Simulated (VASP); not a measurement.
# C12F in VASP: notebook

The runs below take C12F through single point, with PBE.

Everything below comes from runs of VASP 6.6.1. Logs are shortened: lines on timing, memory, paths and dates and some standing lists are left out, and cuts for length are marked.

### 1 The cell of the first run

The cell holds a slab with vacuum, 13 atoms: a = 4.933 Å, b = 8.872 Å, c = 20.291 Å, α = 90.00°, β = 90.00°, γ = 97.99°.

### 2 Single point, PBE

INCAR

```
PREC = Accurate
ENCUT = 520
EDIFF = 1E-7
ISMEAR = 0
SIGMA = 0.1
LREAL = F
LASPH = T
NELM = 80
ALGO = Normal
ISIF = 2
LWAVE = F
LCHARG = T
LDIPOL = T
IDIPOL = 3
DIPOL = 0.5 0.5 0.327
GGA = PE
LELF = T
LVHAR = T
LVACPOTAV = T
NBANDS = 40
```

KPOINTS

```
regular mesh
0
Gamma
  6 3 1
```

POSCAR

```
C12F
1.0
    4.9326910638      0.0000000000      0.0000000000
   -1.2331727659      8.7858796652      0.0000000000
    0.0000000000      0.0000000000     20.2907138818
C F
12 1
Direct
    0.0197005045      0.0788020181      0.1971345130
    0.5197005045      0.0788020181      0.1971345130
    0.2746256306      0.0985025226      0.2311704222
    0.7746256306      0.0985025226      0.2311704222
    0.2844758829      0.1379035317      0.2992422405
    0.7844758829      0.1379035317      0.2992422405
    0.0392966979      0.1571967124      0.3324023561
    0.5392966979      0.1571967124      0.3324023561
    0.0496769462      0.1987212371      0.4035397332
    0.5496769462      0.1987212371      0.4035397332
    0.3040736101      0.2163107364      0.4332382751
    0.8040736101      0.2163107364      0.4332382751
    0.6790736101      0.4663107364      0.4519520155
```

Potentials or basis: VASP PAW PBE potentials, release 64 (C, F).

The run is started by

```
$ cat potpaw_PBE.64/C/POTCAR potpaw_PBE.64/F/POTCAR > POTCAR
$ mpirun -np 1 vasp_std > vasp.out
```

OUTCAR:

```text
PREC = Accurate
   ENCUT = 520
   EDIFF = 1E-7
   ISMEAR = 0
   LREAL = F
   LASPH = T
   NELM = 80
   ISIF = 2
   GGA = PE

 ion  position               nearest neighbor table
   1  0.020  0.079  0.197-   3 1.42   4 1.42
   2  0.520  0.079  0.197-   4 1.42   3 1.42
   3  0.275  0.099  0.231-   1 1.42   5 1.42   2 1.42
   4  0.775  0.099  0.231-   2 1.42   6 1.42   1 1.42
   5  0.284  0.138  0.299-   8 1.41   7 1.41   3 1.42
   6  0.784  0.138  0.299-   7 1.41   8 1.41   4 1.42
   7  0.039  0.157  0.332-   6 1.41   5 1.41   9 1.49
   8  0.539  0.157  0.332-   5 1.41   6 1.41  10 1.49
   9  0.050  0.199  0.404-  11 1.38  12 1.38   7 1.49
  10  0.550  0.199  0.404-  12 1.38  11 1.38   8 1.49
  11  0.304  0.216  0.433-   9 1.38  10 1.38
  12  0.804  0.216  0.433-  10 1.38   9 1.38
  13  0.679  0.466  0.452-

  LATTYP: Found a simple monoclinic cell.
 ALAT       =     4.9326910638
 B/A-ratio  =     4.1135180816
 C/A-ratio  =     1.7986126829
 COS(beta)  =    -0.1389960175

  Lattice vectors:

 A1 = (   4.9326910638,   0.0000000000,   0.0000000000)
 A2 = (   0.0000000000,   0.0000000000, -20.2907138818)
 A3 = (  -1.2331727659,   8.7858796652,   0.0000000000)

Analysis of symmetry for initial positions (statically):
=====================================================================
 Subroutine PRICEL returns:
 Original cell was already a primitive cell.

 Routine SETGRP: Setting up the symmetry group for a
 simple monoclinic supercell.

 Subroutine GETGRP returns: Found  1 space group operations
 (whereof  1 operations were pure point group operations)
 out of a pool of  4 trial point group operations.

The static configuration has the point symmetry C_1 .

Analysis of symmetry for dynamics (positions and initial velocities):
=====================================================================
 Subroutine PRICEL returns:
 Original cell was already a primitive cell.

 Routine SETGRP: Setting up the symmetry group for a
 simple monoclinic supercell.

 Subroutine GETGRP returns: Found  1 space group operations
 (whereof  1 operations were pure point group operations)
 out of a pool of  4 trial point group operations.

The dynamic configuration has the point symmetry C_1 .

 Subroutine INISYM returns: Found  1 space group operations
 (whereof  1 operations are pure point group operations),
 and found     1 'primitive' translations

----------------------------------------------------------------------------------------

                                     Primitive cell

  volume of cell :     879.3596

  direct lattice vectors                    reciprocal lattice vectors
     4.932691064  0.000000000  0.000000000     0.202729096  0.028454749  0.000000000
    -1.233172766  8.785879665  0.000000000     0.000000000  0.113818996  0.000000000
     0.000000000  0.000000000 20.290713882     0.000000000  0.000000000  0.049283628

  length of vectors
     4.932691064  8.872000708 20.290713882     0.204716289  0.113818996  0.049283628

  position of ions in fractional coordinates (direct lattice)
     0.019700505  0.078802018  0.197134513
     0.519700505  0.078802018  0.197134513
     0.274625631  0.098502523  0.231170422
     0.774625631  0.098502523  0.231170422
     0.284475883  0.137903532  0.299242240
     0.784475883  0.137903532  0.299242240
     0.039296698  0.157196712  0.332402356
     0.539296698  0.157196712  0.332402356
     0.049676946  0.198721237  0.403539733
     0.549676946  0.198721237  0.403539733
     0.304073610  0.216310736  0.433238275
     0.804073610  0.216310736  0.433238275
     0.679073610  0.466310736  0.451952015

  ion indices of the primitive-cell ions
   primitive index   ion index
                 1           1
                 2           2
                 3           3
                 4           4
                 5           5
                 6           6
                 7           7
                 8           8
                 9           9
                10          10
                11          11
                12          12
                13          13

----------------------------------------------------------------------------------------

 KPOINTS: regular mesh

Automatic generation of k-mesh.
 Grid dimensions read from file:
 generate k-points for:    6    3    1

 Generating k-lattice:

  Cartesian coordinates                     Fractional coordinates (reciprocal lattice)
     0.033788183  0.004742458  0.000000000     0.166666667  0.000000000  0.000000000
     0.000000000  0.037939665  0.000000000     0.000000000  0.333333333  0.000000000
     0.000000000  0.000000000  0.049283628     0.000000000  0.000000000  1.000000000

  Length of vectors
     0.034119382  0.037939665  0.049283628

  Shift w.r.t. Gamma in fractional coordinates (k-lattice)
     0.000000000  0.000000000  0.000000000

 Subroutine IBZKPT returns following result:
 ===========================================

 Found     10 irreducible k-points:

 Following reciprocal coordinates:
            Coordinates               Weight
  0.000000  0.000000  0.000000      1.000000
  0.166667  0.000000  0.000000      2.000000
  0.333333  0.000000  0.000000      2.000000
  0.500000  0.000000  0.000000      1.000000
  0.000000  0.333333  0.000000      2.000000
  0.166667  0.333333  0.000000      2.000000
  0.333333  0.333333  0.000000      2.000000
  0.500000  0.333333  0.000000      2.000000
 -0.333333  0.333333  0.000000      2.000000
 -0.166667  0.333333  0.000000      2.000000
   k-points           NKPTS =     10   k-points in BZ     NKDIM =     10   number of bands    NBANDS=     40
   number of dos      NEDOS =    301   number of ions     NIONS =     13
   total plane-waves  NPLWV = 448000
   dimension x,y,z NGX =    40 NGY =   70 NGZ =  160
   dimension x,y,z NGXF=    80 NGYF=  140 NGZF=  320
   ions per type =              12   1
   NGX,Y,Z   is equivalent  to a cutoff of  13.48, 13.12, 13.11 a.u.
   NGXF,Y,Z  is equivalent  to a cutoff of  26.96, 26.23, 26.22 a.u.
 SYSTEM =  unknown system
   PREC   = accura    normal or accurate (medium, high low for compatibility)
   ISTART =      0    job   : 0-new  1-cont  2-samecut
   ICHARG =      2    charge: 1-file 2-atom 10-const
   ISPIN  =      1    spin polarized calculation?
   LNONCOLLINEAR =      F non collinear calculations
   LSORBIT =      F    spin-orbit coupling
   LASPH  =      T    aspherical Exc in radial PAW
   ENCUT  =  520.0 eV  38.22 Ry    6.18 a.u.   9.17 16.50 37.73*2*pi/ulx,y,z
   NELM   =     80;   NELMIN=  2; NELMDL= -5     # of ELM steps
   EDIFF  = 0.1E-06   stopping-criterion for ELM
   LREAL  =      F    real-space projection
   EDIFFG = 0.1E-05   stopping-criterion for IOM
   NSW    =      0    number of steps for IOM
   IBRION =     -1    ionic relax: 0-MD 1-quasi-New 2-CG
   NFREE  =      0    steps in history (QN), initial steepest desc. (CG)
   ISIF   =      2    stress and relaxation
   ISYM   =      2    0-nonsym 1-usesym 2-fastsym
   POTIM  = 0.5000    time-step for ionic-motion
   TEBEG  =    0.0;   TEEND  =   0.0 temperature during run
   PSTRESS=    0.0 pullay stress
   NELECT =      55.0000    total number of electrons
   NUPDOWN=      -1.0000    fix difference up-down
   EMIN   =  10.00;   EMAX   =-10.00  energy-range for DOS
   EFERMI =   0.00;   METHOD = LEGACY
   ISMEAR =     0;   SIGMA  =   0.10  broadening in eV -4-tet -1-fermi 0-gaus
   EFERMI_NEDOS =   21; number of points for ismear=-14 and -15
   IALGO  =     38    algorithm
   IMIX   =      4    mixing-type and parameters
     AMIX     =   0.40;   BMIX     =  1.00
     AMIX_MAG =   1.60;   BMIX_MAG =  1.00
  volume/ion in A,a.u.               =      67.64       456.48
  Fermi-wavevector in a.u.,A,eV,Ry     =   0.649841  1.228021  5.745644  0.422293
  Thomas-Fermi vector in A             =   1.718927
   LORBIT       =      0    0 simple, 1 ext, 2 COOP (PROOUT), +10 PAW based schemes
   GGA     = PE    functional components
   LHFCALC =     F    Hartree Fock is set to
   AEXX    =    0.0000 exact exchange contribution
   IVDW    =     0    specifies the selected vdW correction
   LEPSILON=     F    determine dielectric tensor
   LRPA    =     F    only Hartree local field effects (RPA)
 non-spin polarized calculation
 Gauss-broadening in eV      SIGMA  =   0.10
  energy-cutoff  :      520.00
  volume of cell :      879.36
 maximum number of plane-waves:     23724
 NGX is ok and might be reduce to    40
   NGX = 19   NGY = 33   NGZ = 75

 dipolmoment           0.000000      0.000000     -0.217519 electrons x Angstroem

 number of electron      55.0000000 magnetization

 dipolmoment           0.000000      0.000000      0.243703 electrons x Angstroem

 Free energy of the ion-electron system (eV)
  ---------------------------------------------------
  ext. energy  EPLUGINS =         0.00000000
  ---------------------------------------------------
  free energy    TOTEN  =      -100.05588191 eV

  energy without entropy =      -99.99193200  energy(sigma->0) =     -100.02390695

 E-fermi :  -5.4543     XC(G=0):  -2.1599

 val. band max:       -5.4562504560   @ k =   0.5000   0.3333   0.0000
 cond. band min:      -5.4473173394   @ k =   0.5000   0.0000   0.0000
 fundamental gap:      0.0089331166
 Fermi energy:        -5.4543255040

 k-point     1 :       0.0000    0.0000    0.0000
  band No.  band energies     occupation
      1     -24.8929      2.00000
      2     -23.9190      2.00000
      3     -22.2867      2.00000
      4     -19.9410      2.00000
      5     -19.7729      2.00000
      6     -19.7239      2.00000
[... 31 lines left out ...]
     38       1.5538      0.00000
     39       1.8231      0.00000

 k-point     2 :       0.1667    0.0000    0.0000
  band No.  band energies     occupation
      1     -24.8916      2.00000
      2     -23.7989      2.00000
      3     -22.1708      2.00000
      4     -20.9611      2.00000
      5     -19.8337      2.00000
      6     -19.5059      2.00000
[... 31 lines left out ...]
     38       1.6053      0.00000
     39       1.9494      0.00000

 k-point     3 :       0.3333    0.0000    0.0000
  band No.  band energies     occupation
      1     -24.8891      2.00000
      2     -23.4386      2.00000
      3     -22.0108      2.00000
      4     -21.8214      2.00000
      5     -20.4554      2.00000
      6     -19.5110      2.00000
[... 31 lines left out ...]
     38       1.8705      0.00000
     39       2.3045      0.00000

 k-point     4 :       0.5000    0.0000    0.0000
  band No.  band energies     occupation
      1     -24.8880      2.00000
      2     -22.8576      2.00000
      3     -22.8220      2.00000
      4     -21.2749      2.00000
      5     -21.2200      2.00000
      6     -18.9952      2.00000
[... 31 lines left out ...]
     38       2.1717      0.00000
     39       2.3777      0.00000
[... 134 lines left out ...]
      6     -18.9952      2.00000
[... 31 lines left out ...]
     38       2.1998      0.00000
     39       2.3843      0.00000

 k-point     9 :      -0.3333    0.3333    0.0000
  band No.  band energies     occupation
      1     -24.8892      2.00000
      2     -23.4386      2.00000
      3     -22.0108      2.00000
      4     -21.8214      2.00000
      5     -20.4554      2.00000
      6     -19.5110      2.00000
[... 31 lines left out ...]
     38       1.7934      0.00000
     39       2.0459      0.00000

 k-point    10 :      -0.1667    0.3333    0.0000
  band No.  band energies     occupation
      1     -24.8916      2.00000
      2     -23.7989      2.00000
      3     -22.1708      2.00000
      4     -20.9612      2.00000
      5     -19.8337      2.00000
      6     -19.5059      2.00000
[... 31 lines left out ...]
     38       1.5262      0.00000
     39       1.6925      0.00000
 [bands above 39 left out]

------------------------ aborting loop because EDIFF is reached ----------------------------------------

  FORCE on cell =-STRESS in cart. coord.  units (eV):
  Direction    XX          YY          ZZ          XY          YZ          ZX
  --------------------------------------------------------------------------------------
  -------------------------------------------------------------------------------------
  Total       -0.4308038     -3.0733272     -1.1590649      0.8149291     -0.0573338      0.2164625
  in kB       -0.7849168     -5.5995469     -2.1117955      1.4847862     -0.1044612      0.3943908
  external PRESSURE =      -2.8320864 kB  Pullay stress =       0.0000000 kB

 VOLUME and BASIS-vectors are now :
 -----------------------------------------------------------------------------
  energy-cutoff  :      520.00
  volume of cell :      879.36
      direct lattice vectors                 reciprocal lattice vectors
     4.932691064  0.000000000  0.000000000     0.202729096  0.028454749  0.000000000
    -1.233172766  8.785879665  0.000000000     0.000000000  0.113818996  0.000000000
     0.000000000  0.000000000 20.290713882     0.000000000  0.000000000  0.049283628

 POSITION                                       TOTAL-FORCE (eV/Angst)
 -----------------------------------------------------------------------------------
     -0.00000      0.69235      4.00000         0.038513      0.460418      1.848072
      2.46635      0.69235      4.00000        -0.037509      0.576965      1.827891
      1.23317      0.86543      4.69061        -0.023937     -0.827603     -3.153914
      3.69952      0.86543      4.69061         0.019242     -0.889822     -3.233078
      1.23317      1.21160      6.07184        -0.039348      0.325849      1.418415
      3.69952      1.21160      6.07184         0.050056      0.373121      1.405620
     -0.00001      1.38111      6.74468         0.001829     -0.082536      0.185369
      2.46633      1.38111      6.74468        -0.063461     -0.238154      0.555263
     -0.00002      1.74594      8.18811         0.270959      0.581164      0.682478
      2.46633      1.74594      8.18811        -0.219352      0.040358      0.022154
      1.23315      1.90048      8.79071         0.318563      0.044227     -0.882024
      3.69950      1.90048      8.79071        -0.678909      0.969636     -0.685235
      2.77462      4.09695      9.17043         0.363353     -1.333624      0.008990
 -----------------------------------------------------------------------------------
    total drift:                                0.000961     -0.000356      0.000213

  FREE ENERGIE OF THE ION-ELECTRON SYSTEM (eV)
  ---------------------------------------------------
  free  energy   TOTEN  =      -100.0558819113 eV

  energy  without entropy=      -99.9919319967  energy(sigma->0) =     -100.02390695

 vacuum level on the upper side and lower side of the slab         1.967         0.949
```

It took 11 min on 1 thread of Intel Xeon 6975P-C (Granite Rapids), shared host; peak memory 0.99 GiB.

Results:

| Item | Value |
| --- | --- |
| Free energy | -100.0559 eV |
| Largest force | 3.353 eV/Å |
| Band gap on the k mesh | zero (an odd number of electrons rules out a gap without spin polarisation) |

Forces in eV/Å, atoms in the order of the input:
```
C    0.039  0.460  1.848
C   -0.038  0.577  1.828
C   -0.024 -0.828 -3.154
C    0.019 -0.890 -3.233
C   -0.039  0.326  1.418
C    0.050  0.373  1.406
C    0.002 -0.083  0.185
C   -0.063 -0.238  0.555
C    0.271  0.581  0.682
C   -0.219  0.040  0.022
C    0.319  0.044 -0.882
C   -0.679  0.970 -0.685
F    0.363 -1.334  0.009
```

Caveat: an odd number of electrons without spin polarisation forces a metal; a magnetic or distorted state may lie lower.

[end of part 1 of 2]
